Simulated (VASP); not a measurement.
# Mn (Pm-3m) in VASP: single point with BLYP

Aim: the single point of Mn with BLYP.

All numbers are computed with VASP 6.6.1; they aren't measurements. Logs are shortened: lines on timing, memory, paths and dates and some standing lists are left out, and cuts for length are marked.

## (1) The cell of the first run

It takes space group Pm-3m (No. 221, cubic). Conventional cell: a = 2.319 Å, b = 2.319 Å, c = 2.319 Å, α = 90.00°, β = 90.00°, γ = 90.00°. Within 3.1 Å of Mn (site symmetry m-3m) lie 6 Mn at 2.32 Å.

This isn't the form of Mn at room conditions, which is a 58-atom cubic cell.

## (2) Single point, BLYP, collinear spin, ferromagnetic start (12.47 Å³/atom)

File INCAR:

```
SYSTEM = Mn
PREC = Accurate ; ENCUT = 520
EDIFF = 1E-6 ; ISMEAR = -1
SIGMA = 0.05 ; LREAL = .False.
LASPH = .True. ; NELM = 150
ALGO = Normal ; ISIF = 2
LWAVE = .False. ; LCHARG = .True.
ISPIN = 2 ; MAGMOM = 0.516
LORBIT = 11 ; LMAXMIX = 4
GGA = B5 ; ALDAX = 1.0
AGGAX = 1.0 ; AGGAC = 1.0
ALDAC = 0.0 ; LELF = .True.
LVHAR = .True. ; NBANDS = 16
```

File KPOINTS:

```
regular mesh
0
Gamma
  15 15 15
  0 0 0
```

File POSCAR:

```
Mn
1.0
    2.3188349800      0.0000000000      0.0000000000
    0.0000000000      2.3188349800      0.0000000000
    0.0000000000      0.0000000000      2.3188349800
Mn
1
Direct
    0.0000000000      0.0000000000      0.0000000000
```

Potentials or basis: VASP PAW PBE potentials, release 64 (Mn_pv).

Command:

```bash
$ cat potpaw_PBE.64/Mn_pv/POTCAR > POTCAR
$ mpirun -np 1 vasp_std > vasp.out
```

OUTCAR:

```text
SYSTEM = Mn
   PREC = Accurate
   ENCUT = 520
   EDIFF = 1E-6
   ISMEAR = -1
   LREAL = .False.
   LASPH = .True.
   NELM = 150
   ISIF = 2
   ISPIN = 2
   LORBIT = 11
   GGA = B5

 ion  position               nearest neighbor table
   1  0.000  0.000  0.000-

  LATTYP: Found a simple cubic cell.
 ALAT       =     2.3188349800

  Lattice vectors:

 A1 = (   2.3188349800,   0.0000000000,   0.0000000000)
 A2 = (   0.0000000000,   2.3188349800,   0.0000000000)
 A3 = (   0.0000000000,   0.0000000000,   2.3188349800)

Analysis of symmetry for initial positions (statically):
=====================================================================
 Subroutine PRICEL returns:
 Original cell was already a primitive cell.

 Routine SETGRP: Setting up the symmetry group for a
 simple cubic supercell.

 Subroutine GETGRP returns: Found 48 space group operations
 (whereof 48 operations were pure point group operations)
 out of a pool of 48 trial point group operations.

The static configuration has the point symmetry O_h .

Analysis of symmetry for dynamics (positions and initial velocities):
=====================================================================
 Subroutine PRICEL returns:
 Original cell was already a primitive cell.

 Routine SETGRP: Setting up the symmetry group for a
 simple cubic supercell.

 Subroutine GETGRP returns: Found 48 space group operations
 (whereof 48 operations were pure point group operations)
 out of a pool of 48 trial point group operations.

The dynamic configuration has the point symmetry O_h .

Analysis of structural, dynamic, and magnetic symmetry:
=====================================================================
 Subroutine PRICEL returns:
 Original cell was already a primitive cell.

 Routine SETGRP: Setting up the symmetry group for a
 simple cubic supercell.

 Subroutine GETGRP returns: Found 48 space group operations
 (whereof 48 operations were pure point group operations)
 out of a pool of 48 trial point group operations.

The overall configuration has the point symmetry O_h .

 Subroutine INISYM returns: Found 48 space group operations
 (whereof 48 operations are pure point group operations),
 and found     1 'primitive' translations

----------------------------------------------------------------------------------------

                                     Primitive cell

  volume of cell :      12.4684

  direct lattice vectors                    reciprocal lattice vectors
     2.318834980  0.000000000  0.000000000     0.431251041  0.000000000  0.000000000
     0.000000000  2.318834980  0.000000000     0.000000000  0.431251041  0.000000000
     0.000000000  0.000000000  2.318834980     0.000000000  0.000000000  0.431251041

  length of vectors
     2.318834980  2.318834980  2.318834980     0.431251041  0.431251041  0.431251041

  position of ions in fractional coordinates (direct lattice)
     0.000000000  0.000000000  0.000000000

  ion indices of the primitive-cell ions
   primitive index   ion index
                 1           1

----------------------------------------------------------------------------------------

 KPOINTS: regular mesh

Automatic generation of k-mesh.
 Grid dimensions read from file:
 generate k-points for:   15   15   15

 Generating k-lattice:

  Cartesian coordinates                     Fractional coordinates (reciprocal lattice)
     0.028750069  0.000000000  0.000000000     0.066666667  0.000000000  0.000000000
     0.000000000  0.028750069  0.000000000     0.000000000  0.066666667  0.000000000
     0.000000000  0.000000000  0.028750069     0.000000000  0.000000000  0.066666667

  Length of vectors
     0.028750069  0.028750069  0.028750069

  Shift w.r.t. Gamma in fractional coordinates (k-lattice)
     0.000000000  0.000000000  0.000000000

 Subroutine IBZKPT returns following result:
 ===========================================

 Found    120 irreducible k-points:

 Following reciprocal coordinates:
            Coordinates               Weight
  0.000000  0.000000  0.000000      1.000000
  0.066667  0.000000  0.000000      6.000000
  0.133333  0.000000  0.000000      6.000000
  0.200000  0.000000  0.000000      6.000000
  0.266667  0.000000  0.000000      6.000000
  0.333333  0.000000  0.000000      6.000000
[... 16 lines left out ...]
  0.266667  0.200000  0.000000     24.000000
  0.333333  0.200000  0.000000     24.000000
 [... further k-points ...]
   k-points           NKPTS =    120   k-points in BZ     NKDIM =    120   number of bands    NBANDS=     16
   number of dos      NEDOS =    301   number of ions     NIONS =      1
   total plane-waves  NPLWV =   5832
   dimension x,y,z NGX =    18 NGY =   18 NGZ =   18
   dimension x,y,z NGXF=    36 NGYF=   36 NGZF=   36
   ions per type =               1
   NGX,Y,Z   is equivalent  to a cutoff of  12.90, 12.90, 12.90 a.u.
   NGXF,Y,Z  is equivalent  to a cutoff of  25.81, 25.81, 25.81 a.u.
 SYSTEM =  Mn
   PREC   = accura    normal or accurate (medium, high low for compatibility)
   ISTART =      0    job   : 0-new  1-cont  2-samecut
   ICHARG =      2    charge: 1-file 2-atom 10-const
   ISPIN  =      2    spin polarized calculation?
   LNONCOLLINEAR =      F non collinear calculations
   LSORBIT =      F    spin-orbit coupling
   LASPH  =      T    aspherical Exc in radial PAW
   ENCUT  =  520.0 eV  38.22 Ry    6.18 a.u.   4.31  4.31  4.31*2*pi/ulx,y,z
   NELM   =    150;   NELMIN=  2; NELMDL= -5     # of ELM steps
   EDIFF  = 0.1E-05   stopping-criterion for ELM
   LREAL  =      F    real-space projection
   EDIFFG = 0.1E-04   stopping-criterion for IOM
   NSW    =      0    number of steps for IOM
   IBRION =     -1    ionic relax: 0-MD 1-quasi-New 2-CG
   NFREE  =      0    steps in history (QN), initial steepest desc. (CG)
   ISIF   =      2    stress and relaxation
   ISYM   =      2    0-nonsym 1-usesym 2-fastsym
   POTIM  = 0.5000    time-step for ionic-motion
   TEBEG  =    0.0;   TEEND  =   0.0 temperature during run
   PSTRESS=    0.0 pullay stress
   NELECT =      13.0000    total number of electrons
   NUPDOWN=      -1.0000    fix difference up-down
   EMIN   =  10.00;   EMAX   =-10.00  energy-range for DOS
   EFERMI =   0.00;   METHOD = LEGACY
   ISMEAR =    -1;   SIGMA  =   0.05  broadening in eV -4-tet -1-fermi 0-gaus
   EFERMI_NEDOS =   21; number of points for ismear=-14 and -15
   IALGO  =     38    algorithm
   IMIX   =      4    mixing-type and parameters
     AMIX     =   0.40;   BMIX     =  1.00
     AMIX_MAG =   1.60;   BMIX_MAG =  1.00
  volume/ion in A,a.u.               =      12.47        84.14
  Fermi-wavevector in a.u.,A,eV,Ry     =   1.660043  3.137027 37.494174  2.755744
  Thomas-Fermi vector in A             =   2.747348
   LORBIT       =     11    0 simple, 1 ext, 2 COOP (PROOUT), +10 PAW based schemes
   GGA     = B5    functional components
   LHFCALC =     F    Hartree Fock is set to
   AEXX    =    0.0000 exact exchange contribution
   IVDW    =     0    specifies the selected vdW correction
   LEPSILON=     F    determine dielectric tensor
   LRPA    =     F    only Hartree local field effects (RPA)
 spin polarized calculation
  energy-cutoff  :      520.00
  volume of cell :       12.47
 maximum number of plane-waves:       343
 NGX is ok and might be reduce to    18
   NGX =  9   NGY =  9   NGZ =  9

 number of electron      12.9999981 magnetization       0.5684584

 Free energy of the ion-electron system (eV)
  ---------------------------------------------------
  ext. energy  EPLUGINS =         0.00000000
  ---------------------------------------------------
  free energy    TOTEN  =        -7.08419371 eV

  energy without entropy =       -7.07084508  energy(sigma->0) =       -7.07751940

 E-fermi :   9.3118     XC(G=0): -12.4158

 val. band max:        9.3019681662   @ k =   0.3333   0.2000   0.1333
 cond. band min:       9.3140048694   @ k =   0.2667   0.1333   0.0667
 fundamental gap:      0.0120367032
 Fermi energy:         9.3118354502

 spin component 1

 k-point     1 :       0.0000    0.0000    0.0000
  band No.  band energies     occupation
      1     -38.5280      1.00000
      2     -38.5280      1.00000
      3     -38.5280      1.00000
      4       1.7245      1.00000
      5       5.7023      1.00000
      6       5.7023      1.00000
[... 8 lines left out ...]
     15      37.7050      0.00000
     16      40.8914      0.00000

 k-point     2 :       0.0667    0.0000    0.0000
  band No.  band energies     occupation
      1     -38.5617      1.00000
      2     -38.5251      1.00000
      3     -38.5251      1.00000
      4       1.8649      1.00000
      5       5.7290      1.00000
      6       5.7937      1.00000
[... 8 lines left out ...]
     15      38.2863      0.00000
     16      41.0113      0.00000
[... 387 lines left out ...]
      5       6.5034      1.00000
      6       7.4681      1.00000
[... 8 lines left out ...]
     15      40.1104      0.00000
     16      43.5043      0.00000

 k-point    24 :       0.3333    0.2000    0.0000
  band No.  band energies     occupation
      1     -39.0684      1.00000
      2     -38.7348      1.00000
      3     -38.4559      1.00000
      4       5.2223      1.00000
      5       6.5821      1.00000
      6       7.6859      1.00000
[... 8 lines left out ...]
     15      40.0923      0.00000
     16      42.8986      0.00000

 [... further k-points ...]

 spin component 2

 k-point     1 :       0.0000    0.0000    0.0000
  band No.  band energies     occupation
      1     -37.8989      1.00000
      2     -37.8989      1.00000
      3     -37.8989      1.00000
      4       1.7985      1.00000
      5       5.9878      1.00000
      6       5.9879      1.00000
[... 8 lines left out ...]
     15      37.8300      0.00000
     16      41.6293      0.00000

 k-point     2 :       0.0667    0.0000    0.0000
  band No.  band energies     occupation
      1     -37.9335      1.00000
      2     -37.8959      1.00000
      3     -37.8959      1.00000
      4       1.9392      1.00000
      5       6.0152      1.00000
      6       6.0795      1.00000
[... 8 lines left out ...]
     15      38.4849      0.00000
     16      41.6917      0.00000
[... 387 lines left out ...]
      5       6.8100      1.00000
      6       7.7694      1.00000
[... 8 lines left out ...]
     15      41.0191      0.00000
     16      43.5878      0.00000

 k-point    24 :       0.3333    0.2000    0.0000
  band No.  band energies     occupation
      1     -38.4523      1.00000
      2     -38.1108      1.00000
      3     -37.8254      1.00000
      4       5.3924      1.00000
      5       6.9071      1.00000
      6       8.0150      1.00000
[... 8 lines left out ...]
     15      40.9927      0.00000
     16      42.9833      0.00000

 [... further k-points ...]

------------------------ aborting loop because EDIFF is reached ----------------------------------------

  FORCE on cell =-STRESS in cart. coord.  units (eV):
  Direction    XX          YY          ZZ          XY          YZ          ZX
  --------------------------------------------------------------------------------------
  -------------------------------------------------------------------------------------
  Total        0.0245996      0.0245996      0.0245996      0.0000000      0.0000000      0.0000000
  in kB        3.1610332      3.1610332      3.1610332      0.0000000      0.0000000      0.0000000
  external PRESSURE =       3.1610332 kB  Pullay stress =       0.0000000 kB

 VOLUME and BASIS-vectors are now :
 -----------------------------------------------------------------------------
  energy-cutoff  :      520.00
  volume of cell :       12.47
      direct lattice vectors                 reciprocal lattice vectors
     2.318834980  0.000000000  0.000000000     0.431251041  0.000000000  0.000000000
     0.000000000  2.318834980  0.000000000     0.000000000  0.431251041  0.000000000
     0.000000000  0.000000000  2.318834980     0.000000000  0.000000000  0.431251041

 POSITION                                       TOTAL-FORCE (eV/Angst)
 -----------------------------------------------------------------------------------
      0.00000      0.00000      0.00000         0.000000      0.000000      0.000000
 -----------------------------------------------------------------------------------
    total drift:                                0.000000      0.000000     -0.000000

  FREE ENERGIE OF THE ION-ELECTRON SYSTEM (eV)
  ---------------------------------------------------
  free  energy   TOTEN  =        -7.0841937135 eV

  energy  without entropy=       -7.0708450765  energy(sigma->0) =       -7.07751940

 total charge

# of ion       s       p       d       tot
------------------------------------------
    1        0.409   6.286   5.277  11.971

 magnetization (x)

# of ion       s       p       d       tot
------------------------------------------
    1       -0.002  -0.006   0.574   0.567
```

Run time: 74 s. Hardware: 1 thread of AMD EPYC 7R13, shared host; peak memory 0.12 GiB.

What came out:

```
Free energy                                           : -7.0842 eV
Pressure                                              : 0.3 GPa
Net moment                                            : 0.57 μB per cell
Site moments                                          : Mn +0.57 μB
Valence electrons inside the program's atomic spheres : Mn 11.97
```

Caveat: the PAW data sets were made with another functional, which shifts forces and pressure a little.
